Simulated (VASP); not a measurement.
# Mg15O17 (a cell with a defect) in VASP: relaxation of the atoms with PBE

Aim: the relaxation of the atoms of Mg15O17 (a cell with a defect) with PBE.

All numbers are computed with VASP 6.6.1; they aren't measurements. Logs are shortened: lines on timing, memory, paths and dates and some standing lists are left out, and cuts for length are marked.

## 1. The cell of the first run

The cell holds a defect, 32 atoms: a = 7.367 Å, b = 7.367 Å, c = 7.367 Å, α = 109.47°, β = 109.47°, γ = 109.47°.

## 2. Relaxation of the atoms, PBE

INCAR

```
SYSTEM = Mg15O17
ALGO = Normal
EDIFF = 1E-7
EDIFFG = -0.025
ENCUT = 520
GGA = PE
IBRION = 2
ISIF = 2
ISMEAR = 0
KPAR = 2
LASPH = .TRUE.
LCHARG = .FALSE.
LREAL = Auto
LWAVE = .FALSE.
NCORE = 2
NELM = 80
NSW = 65
PREC = Accurate
SIGMA = 0.01
```

KPOINTS

```
Automatic mesh
0
Gamma
  2 2 2
  0.5 0.5 0.5
```

POSCAR

```
Mg15O17
1.0
    4.2535896552      4.2535896552      4.2535896552
    4.2535896552     -4.2535896552     -4.2535896552
   -4.2535896552      4.2535896552     -4.2535896552
O Mg
17 15
Direct
    0.7554433888      0.0009225691      0.2541055378
    0.5040909946      0.7603492237      0.2622090765
    0.7578000312      0.7592100340      0.0043138896
    0.5000000000      0.5000000000      0.5000000000
    0.0000000000      0.7500000000      0.7500000000
    0.7500000000      0.5000000000      0.2500000000
    0.2500000000      0.7500000000      0.5000000000
    0.0000000000      0.5000000000      0.0000000000
    0.5000000000      0.2500000000      0.7500000000
    0.7636934510      0.2554597797      0.4980678692
    0.2500000000      0.5000000000      0.7500000000
    0.4906913765      0.0055192278      0.0025272684
    0.0040730182      0.2545183380      0.2488716339
    0.2500000000      0.2500000000      0.0000000000
    0.7500000000      0.0000000000      0.7500000000
    0.0043160968     -0.0016611406      0.5099954231
    0.2500000000      0.0000000000      0.2500000000
    0.0000000000      0.0000000000      0.0000000000
    0.7500000000      0.7500000000      0.5000000000
    0.2500000000      0.0000000000      0.7500000000
    0.0000000000      0.7500000000      0.2500000000
    0.5000000000      0.0000000000      0.5000000000
    0.2500000000      0.7500000000      0.0000000000
    0.7500000000      0.5000000000      0.7500000000
    0.0000000000      0.5000000000      0.5000000000
    0.5000000000      0.7500000000      0.7500000000
    0.7500000000      0.2500000000      0.0000000000
    0.2500000000      0.5000000000      0.2500000000
    0.5000000000      0.5000000000      0.0000000000
    0.0000000000      0.2500000000      0.7500000000
    0.2500000000      0.2500000000      0.5000000000
    0.5000000000      0.2500000000      0.2500000000
```

Potentials or basis: VASP PAW PBE potentials, release 64 (O, Mg).

Run with:

```bash
> cat potpaw_PBE.64/O/POTCAR potpaw_PBE.64/Mg/POTCAR > POTCAR
> mpirun -np 4 vasp_std > vasp.out
```

OUTCAR:

```text
SYSTEM = Mg15O17
   EDIFF = 1E-7
   EDIFFG = -0.025
   ENCUT = 520
   GGA = PE
   IBRION = 2
   ISIF = 2
   ISMEAR = 0
   LASPH = .TRUE.
   LREAL = Auto
   NELM = 80
   NSW = 65
   PREC = Accurate

 ion  position               nearest neighbor table
   1  0.755  0.001  0.254-
   2  0.504  0.760  0.262-  22 2.05  19 2.10  28 2.14  23 2.15  29 2.21
   3  0.758  0.759  0.004-  18 2.07  21 2.12  26 2.14  24 2.15  29 2.18
   4  0.500  0.500  0.500-  19 2.13  24 2.13  26 2.13  28 2.13  31 2.13  32 2.13
   5  0.000  0.750  0.750-  18 2.13  19 2.13  20 2.13  23 2.13  24 2.13  25 2.13
   6  0.750  0.500  0.250-  19 2.13  21 2.13  25 2.13  27 2.13  29 2.13  32 2.13
   7  0.250  0.750  0.500-  20 2.13  21 2.13  22 2.13  25 2.13  26 2.13  28 2.13
   8  0.000  0.500  0.000-  21 2.13  23 2.13  24 2.13  27 2.13  28 2.13  30 2.13
   9  0.500  0.250  0.750-  20 2.13  22 2.13  24 2.13  27 2.13  29 2.13  31 2.13
  10  0.764  0.255  0.498-  25 2.04  30 2.10  32 2.16  24 2.17  22 2.22
  11  0.250  0.500  0.750-  23 2.13  25 2.13  26 2.13  29 2.13  30 2.13  31 2.13
  12  0.491  0.006  0.003-  32 2.05  20 2.08  23 2.10  27 2.16  26 2.20
  13  0.004  0.255  0.249-  28 2.09  27 2.12  18 2.12  25 2.13  31 2.13
  14  0.250  0.250  0.000-  18 2.13  20 2.13  28 2.13  29 2.13  30 2.13  32 2.13
  15  0.750  0.000  0.750-  18 2.13  19 2.13  22 2.13  26 2.13  27 2.13  30 2.13
  16  0.004  0.998  0.510-  20 2.06  19 2.10  30 2.11  21 2.15  31 2.16
  17  0.250  0.000  0.250-  18 2.13  21 2.13  22 2.13  23 2.13  31 2.13  32 2.13
  18  0.000  0.000  0.000-   3 2.07  13 2.12   5 2.13  14 2.13  15 2.13  17 2.13  20 3.01  21 3.01
[... 15 lines left out ...]
  26  0.500  0.750  0.750-   4 2.13   7 2.13  11 2.13  15 2.13   3 2.14  12 2.20  19 3.01  20 3.01
                            22 3.01  23 3.01  24 3.01  29 3.01  28 3.01  18 3.01  27 3.01  31 3.01
  27  0.750  0.250  0.000-  13 2.12   8 2.13   9 2.13   6 2.13  15 2.13  12 2.16  18 3.01  24 3.01
                            25 3.01  29 3.01  30 3.01  32 3.01  22 3.01  21 3.01  28 3.01  26 3.01
  28  0.250  0.500  0.250-  13 2.09   7 2.13   8 2.13   4 2.13  14 2.13   2 2.14  21 3.01  23 3.01
                            25 3.01  26 3.01  29 3.01  31 3.01  32 3.01  30 3.01  22 3.01  19 3.01
  29  0.500  0.500  0.000-   6 2.13   9 2.13  11 2.13  14 2.13   3 2.18   2 2.21  19 3.01  23 3.01
                            24 3.01  26 3.01  27 3.01  28 3.01  32 3.01  31 3.01  21 3.01  20 3.01
  30  0.000  0.250  0.750-  10 2.10  16 2.11  11 2.13  14 2.13  15 2.13   8 2.13  18 3.01  20 3.01
                            24 3.01  25 3.01  27 3.01  28 3.01  31 3.01  29 3.01  23 3.01  19 3.01
  31  0.250  0.250  0.500-   4 2.13   9 2.13  11 2.13  17 2.13  13 2.13  16 2.16  20 3.01  22 3.01
                            25 3.01  28 3.01  29 3.01  30 3.01  32 3.01  18 3.01  26 3.01  24 3.01
  32  0.500  0.250  0.250-  12 2.05   6 2.13   4 2.13  14 2.13  17 2.13  10 2.16  22 3.01  24 3.01
                            27 3.01  28 3.01  29 3.01  31 3.01  20 3.01  25 3.01  19 3.01  23 3.01

  LATTYP: Found a body centered cubic cell.
 ALAT       =     8.5071793104

  Lattice vectors:

 A1 = (   4.2535896552,   4.2535896552,   4.2535896552)
 A2 = (   4.2535896552,  -4.2535896552,  -4.2535896552)
 A3 = (  -4.2535896552,   4.2535896552,  -4.2535896552)

Analysis of symmetry for initial positions (statically):
=====================================================================
 Subroutine PRICEL returns:
 Original cell was already a primitive cell.

 Routine SETGRP: Setting up the symmetry group for a
 body centered cubic supercell.

 Subroutine GETGRP returns: Found  1 space group operations
 (whereof  1 operations were pure point group operations)
 out of a pool of 48 trial point group operations.

The static configuration has the point symmetry C_1 .

Analysis of symmetry for dynamics (positions and initial velocities):
=====================================================================
 Subroutine PRICEL returns:
 Original cell was already a primitive cell.

 Routine SETGRP: Setting up the symmetry group for a
 body centered cubic supercell.

 Subroutine GETGRP returns: Found  1 space group operations
 (whereof  1 operations were pure point group operations)
 out of a pool of 48 trial point group operations.

The dynamic configuration has the point symmetry C_1 .

 Subroutine INISYM returns: Found  1 space group operations
 (whereof  1 operations are pure point group operations),
 and found     1 'primitive' translations

----------------------------------------------------------------------------------------

                                     Primitive cell

  volume of cell :     307.8412

  direct lattice vectors                    reciprocal lattice vectors
     4.253589655  4.253589655  4.253589655     0.117547775  0.117547775  0.000000000
     4.253589655 -4.253589655 -4.253589655     0.117547775  0.000000000 -0.117547775
    -4.253589655  4.253589655 -4.253589655     0.000000000  0.117547775 -0.117547775

[... 84 lines left out ...]
     0.058773888  0.000000000 -0.058773888     0.000000000  0.500000000  0.000000000
     0.000000000  0.058773888 -0.058773888     0.000000000  0.000000000  0.500000000

  Length of vectors
     0.083118829  0.083118829  0.083118829

  Shift w.r.t. Gamma in fractional coordinates (k-lattice)
     0.500000000  0.500000000  0.500000000

 Subroutine IBZKPT returns following result:
 ===========================================

 Found      4 irreducible k-points:

 Following reciprocal coordinates:
            Coordinates               Weight
  0.250000  0.250000  0.250000      2.000000
 -0.250000  0.250000  0.250000      2.000000
  0.250000 -0.250000  0.250000      2.000000
  0.250000  0.250000 -0.250000      2.000000
   k-points           NKPTS =      4   k-points in BZ     NKDIM =      4   number of bands    NBANDS=     83
   number of dos      NEDOS =    301   number of ions     NIONS =     32
   total plane-waves  NPLWV = 175616
   dimension x,y,z NGX =    56 NGY =   56 NGZ =   56
   dimension x,y,z NGXF=   112 NGYF=  112 NGZF=  112
   ions per type =              17  15
   NGX,Y,Z   is equivalent  to a cutoff of  12.64, 12.64, 12.64 a.u.
   NGXF,Y,Z  is equivalent  to a cutoff of  25.27, 25.27, 25.27 a.u.
 SYSTEM =  Mg15O17
   PREC   = accura    normal or accurate (medium, high low for compatibility)
   ISTART =      0    job   : 0-new  1-cont  2-samecut
   ICHARG =      2    charge: 1-file 2-atom 10-const
   ISPIN  =      1    spin polarized calculation?
   LNONCOLLINEAR =      F non collinear calculations
   LSORBIT =      F    spin-orbit coupling
   LASPH  =      T    aspherical Exc in radial PAW
   ENCUT  =  520.0 eV  38.22 Ry    6.18 a.u.  13.70 13.70 13.70*2*pi/ulx,y,z
   NELM   =     80;   NELMIN=  2; NELMDL= -5     # of ELM steps
   EDIFF  = 0.1E-06   stopping-criterion for ELM
   LREAL  =      T    real-space projection
   EDIFFG = -.3E-01   stopping-criterion for IOM
   NSW    =     65    number of steps for IOM
   IBRION =      2    ionic relax: 0-MD 1-quasi-New 2-CG
   NFREE  =      1    steps in history (QN), initial steepest desc. (CG)
   ISIF   =      2    stress and relaxation
   ISYM   =      2    0-nonsym 1-usesym 2-fastsym
   POTIM  = 0.5000    time-step for ionic-motion
   TEBEG  =    0.0;   TEEND  =   0.0 temperature during run
   PSTRESS=    0.0 pullay stress
   NELECT =     132.0000    total number of electrons
   NUPDOWN=      -1.0000    fix difference up-down
   EMIN   =  10.00;   EMAX   =-10.00  energy-range for DOS
   EFERMI =   0.00;   METHOD = LEGACY
   ISMEAR =     0;   SIGMA  =   0.01  broadening in eV -4-tet -1-fermi 0-gaus
   EFERMI_NEDOS =   21; number of points for ismear=-14 and -15
   IALGO  =     38    algorithm
   IMIX   =      4    mixing-type and parameters
     AMIX     =   0.40;   BMIX     =  1.00
     AMIX_MAG =   1.60;   BMIX_MAG =  1.00
  volume/ion in A,a.u.               =       9.62        64.92
  Fermi-wavevector in a.u.,A,eV,Ry     =   1.234498  2.332864 20.735094  1.523986
  Thomas-Fermi vector in A             =   2.369186
   LORBIT       =      0    0 simple, 1 ext, 2 COOP (PROOUT), +10 PAW based schemes
   GGA     = PE    functional components
   LHFCALC =     F    Hartree Fock is set to
   AEXX    =    0.0000 exact exchange contribution
   IVDW    =     0    specifies the selected vdW correction
   LEPSILON=     F    determine dielectric tensor
   LRPA    =     F    only Hartree local field effects (RPA)
 conjugate gradient relaxation of ions
 non-spin polarized calculation
 Gauss-broadening in eV      SIGMA  =   0.01
  energy-cutoff  :      520.00
  volume of cell :      307.84
 maximum number of plane-waves:      8280
 NGX is ok and might be reduce to    54
   NGX = 27   NGY = 27   NGZ = 27

--------------------------------------- Ionic step        1  -------------------------------------------

 number of electron     132.0000034 magnetization

 Free energy of the ion-electron system (eV)
  ---------------------------------------------------
  ext. energy  EPLUGINS =         0.00000000
  ---------------------------------------------------
  free energy    TOTEN  =      -182.73969349 eV

  energy without entropy =     -182.73538613  energy(sigma->0) =     -182.73753981

------------------------ aborting loop because EDIFF is reached ----------------------------------------

  FORCE on cell =-STRESS in cart. coord.  units (eV):
  Direction    XX          YY          ZZ          XY          YZ          ZX
  --------------------------------------------------------------------------------------
  -------------------------------------------------------------------------------------
  Total        0.4282909      2.3659635     -2.8482450     -0.1124125      0.1430831      0.1853946
  in kB        2.2290646     12.3137933    -14.8238553     -0.5850573      0.7446840      0.9648971
  external PRESSURE =      -0.0936658 kB  Pullay stress =       0.0000000 kB
[... 179 lines left out ...]
  FREE ENERGIE OF THE ION-ELECTRON SYSTEM (eV)
  ---------------------------------------------------
  free  energy   TOTEN  =      -183.1716178104 eV

  energy  without entropy=     -183.1671709308  energy(sigma->0) =     -183.16939437

[... ionic steps 4 to 48 ...]

--------------------------------------- Ionic step       49  -------------------------------------------

 number of electron     132.0000004 magnetization

------------------------ aborting loop because EDIFF is reached ----------------------------------------
[... 127 lines left out ...]
--------------------------------------- Ionic step       51  -------------------------------------------

 number of electron     132.0000003 magnetization

 Free energy of the ion-electron system (eV)
  ---------------------------------------------------
  ext. energy  EPLUGINS =         0.00000000
  ---------------------------------------------------
  free energy    TOTEN  =      -184.39390738 eV

  energy without entropy =     -184.39340729  energy(sigma->0) =     -184.39365734

 E-fermi :   3.3073     XC(G=0): -10.8978

 val. band max:        3.2923667370   @ k =   0.2500  -0.2500   0.2500
 cond. band min:       3.3222532722   @ k =   0.2500  -0.2500   0.2500
 fundamental gap:      0.0298865352
 Fermi energy:         3.3072586663

 k-point     1 :       0.2500    0.2500    0.2500
  band No.  band energies     occupation
      1     -19.9934      2.00000
      2     -13.7951      2.00000
      3     -13.7945      2.00000
      4     -13.6468      2.00000
      5     -13.4796      2.00000
      6     -13.0921      2.00000
[... 313 lines left out ...]
     77      11.7118      0.00000
     78      12.3568      0.00000
 [bands above 78 left out]

------------------------ aborting loop because EDIFF is reached ----------------------------------------

  FORCE on cell =-STRESS in cart. coord.  units (eV):
  Direction    XX          YY          ZZ          XY          YZ          ZX
  --------------------------------------------------------------------------------------
  -------------------------------------------------------------------------------------
  Total        5.3271019      5.3695698      0.9166709     -0.0075499      0.0073317      0.0133984
  in kB       27.7252084     27.9462353      4.7708662     -0.0392940      0.0381583      0.0697328
  external PRESSURE =      20.1474367 kB  Pullay stress =       0.0000000 kB
[... 47 lines left out ...]
  FREE ENERGIE OF THE ION-ELECTRON SYSTEM (eV)
  ---------------------------------------------------
  free  energy   TOTEN  =      -184.3939073821 eV

  energy  without entropy=     -184.3934072907  energy(sigma->0) =     -184.39365734

 reached required accuracy - stopping structural energy minimisation
```

Run time: 42 min. Hardware: 4 MPI ranks of Intel Xeon Platinum 8488C (Sapphire Rapids), shared host; peak memory 0.32 GiB.

Results:

```yaml
Free_energy: -184.3939 eV
Energy_gained_by_relaxing: 51.7 meV/atom
Ionic_steps: 51
Pressure_after_relaxing: 2.0 GPa
Largest_force_after_relaxing: 0.018 eV/Å
Band_gap_on_the_k_mesh: zero (bands 66 and 67 overlap by 0.08 eV)
```

Forces on the atoms (eV/Å):
```
O    0.000  0.007 -0.012
O    0.000 -0.001  0.003
O    0.006  0.001  0.002
O    0.001  0.003  0.002
O    0.001  0.000 -0.013
O    0.001  0.007 -0.007
O   -0.007 -0.002  0.000
O   -0.001 -0.005 -0.001
O    0.002 -0.001  0.002
O    0.000  0.002  0.016
O    0.002 -0.005 -0.004
O   -0.001  0.003 -0.004
O    0.006  0.000 -0.003
O   -0.007 -0.002 -0.002
O    0.004 -0.003  0.005
O    0.002 -0.004 -0.008
O    0.002  0.002  0.000
Mg   0.003 -0.002 -0.003
Mg  -0.001 -0.012  0.001
Mg   0.007  0.001  0.000
Mg  -0.002  0.004 -0.003
Mg   0.007  0.001  0.009
Mg   0.002  0.002 -0.001
Mg  -0.011 -0.001  0.000
Mg   0.002 -0.001  0.000
Mg  -0.002 -0.004 -0.001
Mg   0.003 -0.003  0.001
Mg  -0.017  0.005 -0.003
Mg  -0.010  0.000  0.013
Mg  -0.001 -0.002 -0.002
Mg   0.010  0.004  0.005
Mg   0.000  0.006  0.007
```

Step by step:
| step | energy change (eV) | largest force (eV/Å) | pressure (GPa) |
| --- | --- | --- | --- |
| 1 | 0.0000 | 1.4618 | -0.01 |
| 3 | -0.4319 | 0.3146 | 0.23 |
| 5 | -0.4815 | 0.5049 | 0.27 |
| 7 | -0.5313 | 0.5015 | 0.31 |
| 9 | -0.5374 | 0.4296 | 0.37 |
| 11 | -0.5812 | 0.1873 | 0.29 |
| 13 | -0.5897 | 0.1890 | 0.25 |
| 15 | -0.6319 | 0.7030 | 0.28 |
| 17 | -1.0608 | 1.6900 | 1.66 |
| 19 | -1.0654 | 1.5210 | 1.79 |
| 21 | -1.0663 | 1.3896 | 1.88 |
| 23 | -1.0675 | 1.1578 | 2.03 |
| 25 | -1.0691 | 1.2231 | 1.98 |
| 27 | -1.0806 | 1.2014 | 1.98 |
| 29 | -1.1248 | 1.1048 | 1.97 |
| 31 | -1.2705 | 0.6796 | 1.97 |
| 33 | -1.3053 | 3.0067 | 2.81 |
| 35 | -1.4657 | 0.7410 | 2.09 |
| 37 | -1.5193 | 0.7237 | 2.04 |
| 39 | -1.5749 | 0.4451 | 2.18 |
| 41 | -1.6304 | 0.2979 | 1.99 |
| 43 | -1.6433 | 0.3218 | 1.91 |
| 45 | -1.6506 | 0.0738 | 2.00 |
| 47 | -1.6530 | 0.0543 | 2.01 |
| 49 | -1.6538 | 0.1281 | 2.05 |
| 51 | -1.6542 | 0.0179 | 2.01 |

Final structure:
```
O Mg
1.0
     4.25359    4.25359    4.25359
     4.25359   -4.25359   -4.25359
    -4.25359    4.25359   -4.25359
O Mg
17 15
Cartesian
  2.1325 4.2535 1.3952
  4.1210 0.0038 -2.1056
  2.1314 4.2572 -4.1607
  2.1314 2.1560 -2.0796
  4.2315 4.2572 -2.0771
  4.2433 2.1447 0.0287
  2.1317 0.0037 -4.2398
  2.1318 6.3582 -2.0788
  0.0309 4.2573 -2.0794
  2.1300 4.2567 -0.0067
  -0.0107 2.1161 -4.2251
  2.1309 1.9908 -6.3569
  0.1430 0.0037 -2.1043
  -2.1216 4.2571 -4.2404
  4.2727 2.1168 -4.2261
  2.1307 -1.9842 -6.3571
  4.2728 -2.1092 -4.2259
  8.4446 0.0039 -0.0235
  4.2826 2.1077 -2.1057
  2.1305 0.0032 -6.3689
  6.3850 2.0634 -0.0226
  4.1536 0.0035 -4.2221
  4.2823 -2.0993 -2.1052
  2.1322 4.2573 -2.1954
  0.1085 0.0036 -4.2195
  2.1315 2.1971 -4.2757
  4.2334 2.1545 2.1479
  2.1328 0.0027 -2.1151
  4.3265 0.0038 -0.0248
  -2.1224 2.2346 -4.2196
  -0.0212 2.1060 -2.1062
  2.1311 2.0254 0.0321
```

Levels at points of the mesh, in eV from the Fermi level:
| k point | band 64 | band 65 | band 66 | band 67 | band 68 | band 69 |
| --- | --- | --- | --- | --- | --- | --- |
| (0.25, 0.25, 0.25) | -0.63 | -0.56 | -0.04 | -0.04 | 4.52 | 6.54 |

Caveat: the k points lie up to 0.52 Å⁻¹ apart.

The gap in the log of VASP goes by the Fermi energy; the results here count the filled bands.